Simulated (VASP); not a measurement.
# CsCl: single point with PBE

CsCl:

```
CELL_PARAMETERS angstrom
4.11713 0.00000 0.00000
0.00000 4.11713 0.00000
0.00000 0.00000 4.11713
ATOMIC_POSITIONS crystal
Cs 0.00000 0.00000 0.00000
Cl 0.50000 0.50000 0.50000
```

| Property | Result |
| --- | --- |
| Program | VASP 6.6.1 |
| Task | single point |
| Functional | PBE |
| Potentials or basis | VASP PAW PBE potentials, release 64 (Cs_sv, Cl) |
| Cutoff | 500 eV |
| k mesh | 6 × 6 × 6 |
| Occupations | gaussian, width 0.01 eV |
| Spin | no spin polarisation |

```yaml
Pressure: 1.1 GPa
Band_gap_on_the_k_mesh: 5.28 eV
```

Levels at points of the mesh, in eV from the valence-band top:
```
           k point  band 4  band 5  band 6  band 7  band 8  band 9  band 10  band 11  band 12  band 13
(0.00, 0.00, 0.00)   -5.86   -5.86    0.00    0.00    0.00    5.28     5.39     5.39    10.04    10.04
(0.50, 0.00, 0.00)   -5.72   -5.72   -1.18   -0.24   -0.24    6.41     7.63     8.92     9.27     9.52
(0.50, 0.50, 0.00)   -6.64   -5.63   -0.43   -0.43   -0.06    5.95     6.03     7.99     7.99    11.99
(0.50, 0.50, 0.50)   -6.40   -6.40   -1.11   -1.11   -1.11    8.51     8.51     8.51    10.55    10.55
```

Run time: 34 s on 1 thread of Intel Xeon 8259CL (shared host), peak memory 0.17 GiB.

Caveat: spin-orbit coupling is left out, which moves the levels of the heavy elements. A k mesh can miss the band edges.
